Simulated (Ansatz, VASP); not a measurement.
Cd3InO: VASP beside Ansatz

```xyz
5
Lattice="3.1860 0.0000 0.0000 0.0000 5.8661 0.0000 0.0000 0.0000 5.9920" Properties=species:S:1:pos:R:3 pbc="T T T"
Cd    0.0000    0.0000    1.6118
Cd    0.0000    0.0000    4.3802
Cd    0.0000    2.9330    0.0000
In    0.0000    2.9330    2.9960
O     1.5930    0.0000    0.0000
```

Alike in both runs: functional PBE; k mesh 6 × 4 × 4; occupations gaussian, width 0.1 eV; no spin polarisation.

Ansatz relaxed the structure, and its values are those at the end. VASP's run is a single point on that final structure, the one shown.

|  | VASP | Ansatz |
| --- | --- | --- |
| version | VASP 6.6.1 | Ansatz 0.2.0 |
| potentials or method | VASP PAW PBE potentials, release 64 (Cd, In_d, O), cutoff 520 eV | scalar-relativistic, plane waves, PAW |
| valence electrons in the cell | 55 | 79 |

```tsv
	VASP	Ansatz	Ansatz less VASP
gap on the k mesh at the Fermi level (eV)	none	none	-
pressure (GPa)	0.4	0.0	-0.41
rms of the force components (eV/Å)	0.032	0.005	-0.0274
```

A gap of «none» marks a metal or a gap that the smearing closes. With one functional, cell and mesh, what is left measures potentials, basis and numerics. VASP's potentials hold 55 valence electrons a cell and Ansatz's 79, so a difference there can come from the potentials and not from the codes.
